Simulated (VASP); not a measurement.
Set up this calculation in VASP 6.6.1, as the native input.

- Task: single point
- Functional: PBE
- Potentials or basis: VASP PAW PBE potentials, release 64 (Ga_d, N)
- Cutoff: 450 eV
- k mesh: 8 × 8 × 5
- Occupations: gaussian, width 0.02 eV
- Spin: no spin polarisation
- Further INCAR settings: ALGO = Normal; EDIFF = 1e-07

The structure of GaN lies in POSCAR:

```
GaN
1.0
    3.1800000000      0.0000000000      0.0000000000
   -1.5900000000      2.7539607840      0.0000000000
    0.0000000000      0.0000000000      5.1660000000
Ga N
2 2
Direct
    0.6600500000      0.3303130000      0.4954850000
    0.3347080000      0.6621820000     -0.0011780000
    0.6663010000      0.3329150000      0.8740920000
    0.3302160000      0.6727310000      0.3718020000
```

This cell differs from its parent crystal: atoms moved at random.

The input as run:

INCAR

```
PREC = Accurate
ENCUT = 450
EDIFF = 1E-7
ISMEAR = 0
SIGMA = 0.02
LREAL = False
LASPH = True
ALGO = Normal
NELM = 100
ISIF = 2
LWAVE = False
LCHARG = False
```

KPOINTS

```
k-points
0
Gamma
  8 8 5
```

Potentials or basis: VASP PAW PBE potentials, release 64 (Ga_d, N).

The run is started by

```console
$ cat potpaw_PBE.64/Ga_d/POTCAR potpaw_PBE.64/N/POTCAR > POTCAR
$ mpirun -np 1 vasp_std > vasp.out
```

Results of the run:

| Quantity | Value |
| --- | --- |
| Largest force | 0.436 eV/Å |
| Band gap on the k mesh | 1.96 eV |

Caveat: the cell differs from its parent crystal (atoms moved at random).

Wall time 82 s on 1 thread of AMD EPYC 9R45 (Zen 5), on a shared host, peak memory 0.2 GiB.
